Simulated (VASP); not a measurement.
The system is MoSe.

```xyz
2
Lattice="0.0000 2.5490 2.5490 2.5490 0.0000 2.5490 2.5490 2.5490 0.0000" Properties=species:S:1:pos:R:3 pbc="T T T"
Mo    0.0000    0.0000    0.0000
Se    2.5490    2.5490    2.5490
```

| Quantity | Value |
| --- | --- |
| Program | VASP 6.6.1 |
| Task | relaxation of cell and atoms |
| Functional | PBEsol |
| Potentials or basis | VASP PAW PBE potentials, release 64 (Mo_sv, Se) |
| Cutoff | 600 eV |
| k mesh | 14 × 14 × 14 |
| Occupations | gaussian, width 0.1 eV |
| Spin | no spin polarisation |

At the start: pressure 5.5 GPa; volume 16.56 Å³/atom.

Where does the relaxation end?

Over 3 steps the energy falls by 9.1 meV/atom and the volume is 17.11 Å³/atom (+3.3 %); space group Fm-3m (No. 225, to 0.1 Å) before and after.

Step by step:
```
step  energy change (eV)  largest force (eV/Å)  pressure (GPa)  volume (Å³)
   1              0.0000                0.0000            5.55        33.13
   2              0.0216                0.0000           -6.96        35.95
   3             -0.0183                0.0000           -0.05        34.23
```

Final structure:
```
Mo Se
1.0
     0.00000    2.57695    2.57695
     2.57695    0.00000    2.57695
     2.57695    2.57695    0.00000
Mo Se
1 1
Direct
  0.00000 0.00000 0.00000
  0.50000 0.50000 0.50000
```

Caveat: the PAW data sets were made with another functional, which shifts forces and pressure a little.
